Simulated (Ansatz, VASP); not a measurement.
Two plane-wave programs on TaTl

The input INCAR:

```
SYSTEM = TaTl
  ALGO = Fast
  EDIFF = 1E-7
  ENCUT = 520
  GGA = PS
  ISIF = 2
  ISMEAR = -1
  LASPH = .TRUE.
  LCHARG = .FALSE.
  LREAL = .FALSE.
  LWAVE = .FALSE.
  NBANDS = 19
  NELM = 100
  PREC = Accurate
  SIGMA = 0.05
```

Contents of KPOINTS:

```
k-points
0
G
  7 7 7
  0 0 0
```

The input POSCAR:

```
TaTl
1.0
    3.6221205400      0.0000000000      0.0000000000
    0.0000000000      3.6221205400      0.0000000000
    0.0000000000      0.0000000000      3.6221205400
Ta Tl
1 1
Direct
    0.0000000000      0.0000000000      0.0000000000
    0.5000000000      0.5000000000      0.5000000000
```

File input.yaml:

```yaml
crystal:
  lattice:
    - [3.62212054, 0.0, 0.0]
    - [0.0, 3.62212054, 0.0]
    - [0.0, 0.0, 3.62212054]
  atoms:
    - { symbol: Ta, position: [0.0, 0.0, 0.0] }
    - { symbol: Tl, position: [0.5, 0.5, 0.5] }
hamiltonian:
  xc: pbesol
  pseudopotentials: { kind: paw }
kpoints:
  mp_grid: { grid: [7, 7, 7] }
  band_path:
    path:
      - [[0.0, 0.0, 0.0], [0.0, 0.5, 0.0], [0.5, 0.5, 0.0], [0.0, 0.0, 0.0], [0.5, 0.5, 0.5], [0.0, 0.5, 0.0]]
      - [[0.5, 0.5, 0.0], [0.5, 0.5, 0.5]]
    npoints: 14
scf:
  occupations: { method: fermi_dirac, width: 0.05 }
  n_extra_bands: 6
output:
  forces: true
  stress: true
  eigenvalues: true
  fatbands: false
```

Alike in both runs: functional PBEsol; k mesh 7 × 7 × 7; occupations fermi-dirac, width 0.05 eV; no spin polarisation.

|  | VASP | Ansatz |
| --- | --- | --- |
| version | VASP 6.6.1 | Ansatz 0.2.0 |
| potentials or method | VASP PAW PBE potentials, release 64 (Ta_pv, Tl_d) | Ansatz PAW |
| plane-wave cutoff (eV) | 520 | 420 |
| valence electrons in the cell | 24 | 26 |
| task | single point | band structure |

```tsv
	VASP	Ansatz	Ansatz less VASP
gap on the k mesh at the Fermi level (eV)	none	none	-
pressure (GPa)	-17.8	-17.8	+0.01
```

VASP's potentials were made for PBE, not for PBEsol. A gap of «none» marks a metal or a gap that the smearing closes. The functional is the same, so the differences come from potentials, cutoffs and numerics. VASP's potentials hold 24 valence electrons a cell and Ansatz's 26, so a difference there can come from the potentials and not from the codes.

Neither program's run includes spin-orbit coupling.
